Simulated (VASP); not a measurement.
# Bi2Se3 (R-3m) in VASP: a series of runs

Bi2Se3 is run at these levels: PBEsol; tasks: electric field gradients.

All numbers are computed with VASP 6.6.1; they aren't measurements. Logs are shortened: lines on timing, memory, paths and dates and some standing lists are left out, and cuts for length are marked.

### Step 1. The cell of the first run

The structure is trigonal, space group R-3m (No. 166). Conventional cell: a = 4.102 Å, b = 4.102 Å, c = 28.636 Å, α = 90.00°, β = 90.00°, γ = 120.00°. Bi (site symmetry 3m) has 6 Se at 2.83 to 3.06 Å within 3.7 Å. Se (site symmetry -3m) has 6 Bi at 3.06 Å within 4.0 Å. Se (site symmetry 3m) has 3 Bi at 2.83 Å and 3 Se at 3.50 Å within 3.7 Å.

### Step 2. Electric field gradients, PBEsol (equal xx and yy strain of -1 %)

The input, INCAR:

```
PREC = Accurate
ENCUT = 520
EDIFF = 1E-8
ISMEAR = -1
SIGMA = 0.03
LREAL = False
LASPH = True
NELM = 60
ALGO = Normal
ISIF = 2
LWAVE = False
LCHARG = False
GGA = PS
LEFG = True
NBANDS = 32
```

The input, KPOINTS:

```
Automatic mesh
0
Gamma
  6 6 6
```

The input, POSCAR:

```
Bi2Se3
1.0
    2.0507843038      1.1840208698      9.5453300000
   -2.0507843038      1.1840208698      9.5453300000
    0.0000000000     -2.3680417398      9.5453300000
Bi Se
2 3
Direct
    0.4008000000      0.4008000000      0.4008000000
    0.5992000000      0.5992000000      0.5992000000
    0.0000000000      0.0000000000      0.0000000000
    0.2117000000      0.2117000000      0.2117000000
    0.7883000000      0.7883000000      0.7883000000
```

Potentials or basis: VASP PAW PBE potentials, release 64 (Bi_d, Se).

Launch:

```console
$ cat potpaw_PBE.64/Bi_d/POTCAR potpaw_PBE.64/Se/POTCAR > POTCAR
$ mpirun -np 1 vasp_std > vasp.out
```

OUTCAR:

```text
PREC = Accurate
   ENCUT = 520
   EDIFF = 1E-8
   ISMEAR = -1
   LREAL = False
   LASPH = True
   NELM = 60
   ISIF = 2
   GGA = PS

 ion  position               nearest neighbor table
   1  0.401  0.401  0.401-   5 2.83   5 2.83   5 2.83   3 3.06   3 3.06   3 3.06
   2  0.599  0.599  0.599-   4 2.83   4 2.83   4 2.83   3 3.06   3 3.06   3 3.06
   3  0.000  0.000  0.000-   2 3.06   2 3.06   1 3.06   1 3.06   2 3.06   1 3.06
   4  0.212  0.212  0.212-   2 2.83   2 2.83   2 2.83
   5  0.788  0.788  0.788-   1 2.83   1 2.83   1 2.83

  LATTYP: Found a trigonal (rhomboedric) cell.
 ALAT       =     9.8346808026
 COS(alpha) =     0.9130340136

  Lattice vectors:

 A1 = (   2.0507843038,   1.1840208698,   9.5453300000)
 A2 = (  -2.0507843038,   1.1840208698,   9.5453300000)
 A3 = (   0.0000000000,  -2.3680417398,   9.5453300000)

Analysis of symmetry for initial positions (statically):
=====================================================================
 Subroutine PRICEL returns:
 Original cell was already a primitive cell.

 Routine SETGRP: Setting up the symmetry group for a
 trigonal (rhombohedral) supercell.

 Subroutine GETGRP returns: Found 12 space group operations
 (whereof 12 operations were pure point group operations)
 out of a pool of 12 trial point group operations.

The static configuration has the point symmetry D_3d.

Analysis of symmetry for dynamics (positions and initial velocities):
=====================================================================
 Subroutine PRICEL returns:
 Original cell was already a primitive cell.

 Routine SETGRP: Setting up the symmetry group for a
 trigonal (rhombohedral) supercell.

 Subroutine GETGRP returns: Found 12 space group operations
 (whereof 12 operations were pure point group operations)
 out of a pool of 12 trial point group operations.

The dynamic configuration has the point symmetry D_3d.

 Subroutine INISYM returns: Found 12 space group operations
 (whereof 12 operations are pure point group operations),
 and found     1 'primitive' translations

----------------------------------------------------------------------------------------

                                     Primitive cell

  volume of cell :     139.0662

  direct lattice vectors                    reciprocal lattice vectors
     2.050784304  1.184020870  9.545330000     0.243809161  0.140763285  0.034921091
    -2.050784304  1.184020870  9.545330000    -0.243809161  0.140763285  0.034921091
     0.000000000 -2.368041740  9.545330000     0.000000000 -0.281526569  0.034921091

  length of vectors
     9.834680803  9.834680803  9.834680803     0.283684141  0.283684141  0.283684141

  position of ions in fractional coordinates (direct lattice)
     0.400800000  0.400800000  0.400800000
     0.599200000  0.599200000  0.599200000
     0.000000000  0.000000000  0.000000000
     0.211700000  0.211700000  0.211700000
     0.788300000  0.788300000  0.788300000

  ion indices of the primitive-cell ions
   primitive index   ion index
                 1           1
                 2           2
                 3           3
                 4           4
                 5           5

----------------------------------------------------------------------------------------

 KPOINTS: Automatic mesh

Automatic generation of k-mesh.
 Grid dimensions read from file:
 generate k-points for:    6    6    6

 Generating k-lattice:

  Cartesian coordinates                     Fractional coordinates (reciprocal lattice)
     0.040634860  0.023460547  0.005820182     0.166666667  0.000000000  0.000000000
    -0.040634860  0.023460547  0.005820182     0.000000000  0.166666667  0.000000000
     0.000000000 -0.046921095  0.005820182     0.000000000  0.000000000  0.166666667

[... 40 lines left out ...]
   total plane-waves  NPLWV = 512000
   dimension x,y,z NGX =    80 NGY =   80 NGZ =   80
   dimension x,y,z NGXF=   160 NGYF=  160 NGZF=  160
   ions per type =               2   3
   NGX,Y,Z   is equivalent  to a cutoff of  13.52, 13.52, 13.52 a.u.
   NGXF,Y,Z  is equivalent  to a cutoff of  27.05, 27.05, 27.05 a.u.
 SYSTEM =  unknown system
   PREC   = accura    normal or accurate (medium, high low for compatibility)
   ISTART =      0    job   : 0-new  1-cont  2-samecut
   ICHARG =      2    charge: 1-file 2-atom 10-const
   ISPIN  =      1    spin polarized calculation?
   LNONCOLLINEAR =      F non collinear calculations
   LSORBIT =      F    spin-orbit coupling
   LASPH  =      T    aspherical Exc in radial PAW
   ENCUT  =  520.0 eV  38.22 Ry    6.18 a.u.  18.29 18.29 18.29*2*pi/ulx,y,z
   NELM   =     60;   NELMIN=  2; NELMDL= -5     # of ELM steps
   EDIFF  = 0.1E-07   stopping-criterion for ELM
   LREAL  =      F    real-space projection
   EDIFFG = 0.1E-06   stopping-criterion for IOM
   NSW    =      0    number of steps for IOM
   IBRION =     -1    ionic relax: 0-MD 1-quasi-New 2-CG
   NFREE  =      0    steps in history (QN), initial steepest desc. (CG)
   ISIF   =      2    stress and relaxation
   ISYM   =      2    0-nonsym 1-usesym 2-fastsym
   POTIM  = 0.5000    time-step for ionic-motion
   TEBEG  =    0.0;   TEEND  =   0.0 temperature during run
   PSTRESS=    0.0 pullay stress
   NELECT =      48.0000    total number of electrons
   NUPDOWN=      -1.0000    fix difference up-down
   EMIN   =  10.00;   EMAX   =-10.00  energy-range for DOS
   EFERMI =   0.00;   METHOD = LEGACY
   ISMEAR =    -1;   SIGMA  =   0.03  broadening in eV -4-tet -1-fermi 0-gaus
   EFERMI_NEDOS =   21; number of points for ismear=-14 and -15
   IALGO  =     38    algorithm
   IMIX   =      4    mixing-type and parameters
     AMIX     =   0.40;   BMIX     =  1.00
     AMIX_MAG =   1.60;   BMIX_MAG =  1.00
  volume/ion in A,a.u.               =      27.81       187.69
  Fermi-wavevector in a.u.,A,eV,Ry     =   1.148369  2.170102 17.942696  1.318751
  Thomas-Fermi vector in A             =   2.285044
   LORBIT       =      0    0 simple, 1 ext, 2 COOP (PROOUT), +10 PAW based schemes
   GGA     = PS    functional components
   LHFCALC =     F    Hartree Fock is set to
   AEXX    =    0.0000 exact exchange contribution
   IVDW    =     0    specifies the selected vdW correction
   LEPSILON=     F    determine dielectric tensor
   LRPA    =     F    only Hartree local field effects (RPA)
 non-spin polarized calculation
  energy-cutoff  :      520.00
  volume of cell :      139.07
 maximum number of plane-waves:      3780
 NGX is ok and might be reduce to    80
   NGX = 37   NGY = 37   NGZ = 37

 number of electron      47.9999997 magnetization

 Free energy of the ion-electron system (eV)
  ---------------------------------------------------
  ext. energy  EPLUGINS =         0.00000000
  ---------------------------------------------------
  free energy    TOTEN  =       -22.04176650 eV

  energy without entropy =      -22.04162542  energy(sigma->0) =      -22.04169596

 E-fermi :   5.1679     XC(G=0):  -9.7722

 val. band max:        5.0897873436   @ k =   0.0000   0.0000   0.0000
 cond. band min:       5.2461390706   @ k =   0.0000   0.0000   0.0000
 fundamental gap:      0.1563517270
 Fermi energy:         5.1679371108

 k-point     1 :       0.0000    0.0000    0.0000
  band No.  band energies     occupation
      1     -17.9908      2.00000
      2     -17.9908      2.00000
      3     -17.9888      2.00000
      4     -17.9888      2.00000
      5     -17.9766      2.00000
      6     -17.9737      2.00000
[... 829 lines left out ...]
     31      10.0650      0.00000
     32      11.4272      0.00000

 [... further k-points ...]
[... 5 lines left out ...]
  --------------------------------------------------------------------------------------
  -------------------------------------------------------------------------------------
  Total        1.0027848      1.0027848      0.6705497      0.0000000     -0.0000000      0.0000000
  in kB       11.5530539     11.5530539      7.7253834      0.0000000     -0.0000000      0.0000000
  external PRESSURE =      10.2771638 kB  Pullay stress =       0.0000000 kB

 VOLUME and BASIS-vectors are now :
 -----------------------------------------------------------------------------
  energy-cutoff  :      520.00
  volume of cell :      139.07
      direct lattice vectors                 reciprocal lattice vectors
     2.050784304  1.184020870  9.545330000     0.243809161  0.140763285  0.034921091
    -2.050784304  1.184020870  9.545330000    -0.243809161  0.140763285  0.034921091
     0.000000000 -2.368041740  9.545330000     0.000000000 -0.281526569  0.034921091

 POSITION                                       TOTAL-FORCE (eV/Angst)
 -----------------------------------------------------------------------------------
      0.00000     -0.00000     11.47730         0.000000      0.000000     -0.265548
      0.00000     -0.00000     17.15869         0.000000     -0.000000      0.265548
      0.00000      0.00000      0.00000        -0.000000      0.000000      0.000000
      0.00000     -0.00000      6.06224         0.000000      0.000000     -0.236043
      0.00000     -0.00000     22.57375         0.000000     -0.000000      0.236043
 -----------------------------------------------------------------------------------
    total drift:                                0.000000      0.000000     -0.000000

  FREE ENERGIE OF THE ION-ELECTRON SYSTEM (eV)
  ---------------------------------------------------
  free  energy   TOTEN  =       -22.0417664995 eV

  energy  without entropy=      -22.0416254199  energy(sigma->0) =      -22.04169596

 Electric field gradients (V/A^2)
---------------------------------------------------------------------
 ion       V_xx      V_yy      V_zz      V_xy      V_xz      V_yz
---------------------------------------------------------------------
   1      -3.176    -3.176     6.353    -0.000    -0.000     0.000
   2      -3.176    -3.176     6.353    -0.000     0.000     0.000
   3     -39.679   -39.679    79.358    -0.000     0.000     0.000
   4       4.857     4.857    -9.715    -0.000    -0.000     0.000
   5       4.857     4.857    -9.715     0.000     0.000     0.000
---------------------------------------------------------------------

 Electric field gradients after diagonalization (V/A^2)
 (convention: |V_zz| > |V_xx| > |V_yy|)
----------------------------------------------------------------------
 ion       V_xx      V_yy      V_zz     asymmetry (V_yy - V_xx)/ V_zz
----------------------------------------------------------------------
   1      -3.176    -3.176     6.353       0.000
   2      -3.176    -3.176     6.353       0.000
   3     -39.679   -39.679    79.358       0.000
   4       4.857     4.857    -9.715       0.000
   5       4.857     4.857    -9.715       0.000
----------------------------------------------------------------------

           NMR quadrupolar parameters

 Cq : quadrupolar parameter    Cq=e*Q*V_zz/h
 eta: asymmetry parameters     (V_yy - V_xx)/ V_zz
 Q  : nuclear electric quadrupole moment in mb (millibarn)
----------------------------------------------------------------------
 ion       Cq(MHz)       eta       Q (mb)
----------------------------------------------------------------------
   1       0.015       0.000       1.000
   2       0.015       0.000       1.000
   3       0.192       0.000       1.000
   4      -0.023       0.000       1.000
   5      -0.023       0.000       1.000
----------------------------------------------------------------------
```

Run time: 32 min. Hardware: 1 thread of AMD EPYC 7R13, shared host; peak memory 0.92 GiB.

What came out:

```yaml
Free_energy: -22.0418 eV
Pressure: 1.0 GPa
Largest_force: 0.266 eV/Å
Band_gap_on_the_k_mesh: 0.16 eV, direct
```

Forces in eV/Å, atoms in the order of the input:
```
Bi   0.000  0.000 -0.266
Bi   0.000  0.000  0.266
Se   0.000  0.000  0.000
Se   0.000  0.000 -0.236
Se   0.000  0.000  0.236
```

Stress tensor (GPa, compression positive):
```
1.16 0.00 0.00
0.00 1.16 0.00
0.00 0.00 0.77
```

Electric field gradients, principal values (V/Å²):
```
atom    least   middle  greatest (by size)
1 Bi   -3.176   -3.176               6.353
2 Bi   -3.176   -3.176               6.353
3 Se  -39.679  -39.679              79.358
4 Se    4.857    4.857              -9.715
5 Se    4.857    4.857              -9.715
```

Caveat: the cell differs from its parent crystal (equal xx and yy strain of -1 %); without QUAD_EFG the Cq values of the log hold for a quadrupole moment of 1 mb, not for the nuclei; the PAW data sets were made with another functional, which shifts forces and pressure a little; spin-orbit coupling is left out, which moves the levels of the heavy elements. A k mesh can miss the band edges.

(Part 1 of 2 ends here.)
